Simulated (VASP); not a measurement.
A run of VASP 6.6.1 is set up as follows.

Contents of INCAR:

```
SYSTEM = C
PREC = Accurate
ENCUT = 520
EDIFF = 1E-6
ISMEAR = 0
SIGMA = 0.05
LREAL = .FALSE.
LASPH = .TRUE.
NELM = 80
ALGO = Normal
ISIF = 2
LWAVE = .FALSE.
LCHARG = .FALSE.
GGA = PE
NBANDS = 16
```

The input KPOINTS:

```
regular mesh
0
G
  20 20 6
  0 0 0
```

The input POSCAR:

```
C
1.0
    2.4664850117      0.0000000000      0.0000000000
   -1.2332425058      2.1360386782      0.0000000000
    0.0000000000      0.0000000000      8.7946112250
C
4
Direct
    0.0000000000      0.0000000000      0.2500000000
    0.0000000000      0.0000000000      0.7500000000
    0.3333333333      0.6666666667      0.2500000000
    0.6666666667      0.3333333333      0.7500000000
```

Potentials or basis: VASP PAW PBE potentials, release 64 (C).

Run with:

```bash
$ cat potpaw_PBE.64/C/POTCAR > POTCAR
$ mpirun -np 1 vasp_std > vasp.out
```

Q: What does it give for the pressure?

A: 0.3 GPa.

Stress tensor (GPa, compression positive):
```
 0.54  0.00  0.00
 0.00  0.54  0.00
 0.00  0.00 -0.07
```

Caveat: this functional lacks dispersion, which binds layers or chains, so the pressure and a relaxed spacing across them are unreliable.
